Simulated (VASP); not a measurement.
**BAs: single point with HSE06**

Crystal: BAs.

```xyz
2
Lattice="0.0000 2.3919 2.3919 2.3919 0.0000 2.3919 2.3919 2.3919 0.0000" Properties=species:S:1:pos:R:3 pbc="T T T"
B     0.0000    0.0000    0.0000
As    1.1959    1.1959    1.1959
```

| Item | Value |
| --- | --- |
| Program | VASP 6.6.1 |
| Task | single point |
| Functional | HSE06 |
| Potentials or basis | VASP PAW PBE potentials, release 64 (B, As) |
| Cutoff | 520 eV |
| k mesh | 6 × 6 × 6 |
| Occupations | gaussian, width 0.01 eV |
| Spin | non-collinear spin, zero start, spin-orbit coupling |
| Starting moments | [[0.0, 0.0, 0.0], [0.0, 0.0, 0.0]] μB |
| Dipole correction | no |
| Grid for exact exchange (PRECFOCK) | Normal |
| Further INCAR settings | ALGO = Normal; EDIFF = 1e-06; NBANDS = 20 |
| Share of exact exchange | 0.25 |
| Screening parameter | 0.2079 1/Å |

```json
{"Pressure": "-1.2 GPa", "Net moment": "0.00 μB per cell", "Valence electrons inside the program's atomic spheres": "B 1.82; As 2.98"}
```

Moments on the atoms (μB; x, y, z):
```
B   0.00 0.00 0.00
As  0.00 0.00 0.00
```

Wall time 53 min on 1 thread of Intel(R) Xeon(R) Platinum 8259CL CPU @ 2.50GHz (Skylake/Cascade Lake), with other jobs on the host, peak memory 0.36 GiB.

Caveat: the k points lie up to 0.38 Å⁻¹ apart; the PAW data sets were made with another functional, which shifts forces and pressure a little.
